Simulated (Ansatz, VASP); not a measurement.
One calculation of CsI, two programs

```xyz
2
Lattice="4.4754 0.0000 0.0000 0.0000 4.4754 0.0000 0.0000 0.0000 4.5667" Properties=species:S:1:pos:R:3 pbc="T T T"
Cs    0.0000    0.0000    0.0000
I     2.2377    2.2377    2.2833
```

Change from the starting cell: equal xx and yy strain of -2 %, crystal datasets.

Alike in both runs: task electric field gradients; functional LDA; k mesh 7 × 7 × 7; occupations fermi-dirac, width 0.01 eV; no spin polarisation.

```csv
,VASP,Ansatz
version,VASP 6.6.1,Ansatz 0.2.0
potentials or method,"VASP PAW LDA potentials, release 64 (Cs_sv, I), cutoff 400 eV","all-electron PAW with datasets made for the crystal, scalar-relativistic"
```

```tsv
	VASP	Ansatz	Ansatz less VASP
gap on the k mesh at the Fermi level (eV)	3.66	3.65	-0.006
pressure (GPa)	-0.9	-1.0	-0.05
traceless stress, the component that is largest in VASP (GPa)	-0.24	-0.24	0.000
size of Vzz on the site where it differs most (V/Å²)	7.9	8.2	+0.38
```

LDA's correlation is that of Perdew and Zunger in VASP and of Perdew and Wang (1992) in Ansatz. Ansatz ran all-electron here, and VASP with PAW potentials.

Neither program's run includes spin-orbit coupling.
